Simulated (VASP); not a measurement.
Runs of VASP 6.6.1 on Mg2O. The structure is that of space group P4_2/mnm (No. 136), or close to it. The cells are those of the table. 

```csv
cell,k mesh,gap on the mesh (eV),pressure (GPa),largest force (eV/Å)
"a = 5.242, b = 5.242, c = 3.135 Å, 6 atoms",4 × 4 × 6,none,-0.6,0.01
"a = 5.233, b = 5.233, c = 3.137 Å, 6 atoms",4 × 4 × 6,none,(a),(b)
"a = 5.290, b = 5.290, c = 3.407 Å, 6 atoms",4 × 4 × 6,none,-5.8,0.49
"a = 5.212, b = 5.212, c = 3.157 Å, 6 atoms",4 × 4 × 4,none,-0.2,0.01
```

Alike in all rows: task single point; level PBE; potentials or basis VASP PAW PBE potentials, release 64 (Mg, O); no spin polarisation; cutoff (eV) 520; smearing gaussian 0.1 eV.

Task: Fill in the values left out.

Result: (a) -0.4; (b) 0.03.

Caveats: some runs use coarse meshes.

A gap of «none» marks levels without a gap at the run's occupations.
